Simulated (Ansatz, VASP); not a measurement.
# SrO in VASP and in Ansatz

```xyz
2
Lattice="0.0000 2.5698 2.5698 2.5698 0.0000 2.5698 2.5698 2.5698 0.0000" Properties=species:S:1:pos:R:3 pbc="T T T"
Sr    2.5698    2.5698    2.5698
O     0.0000    0.0000    0.0000
```

Alike in both runs: task single point; functional PBE; k mesh 8 × 8 × 8; occupations tetrahedron; no spin polarisation.

```csv
,VASP,Ansatz
version,VASP 6.6.1,Ansatz 0.2.0
potentials or method,"VASP PAW PBE potentials, release 64 (Sr_sv, O), cutoff 600 eV","scalar-relativistic, plane waves, PAW"
valence electrons in the cell,16,16
```

```csv
,VASP,Ansatz,Ansatz less VASP
gap on the k mesh at the Fermi level (eV),3.27,3.31,+0.047
pressure (GPa),3.4,2.9,-0.50
```

The functional is the same, so the differences come from potentials, cutoffs and numerics. Ansatz's warnings: band table not solved further, tetrahedron derivatives may miss energy slope.
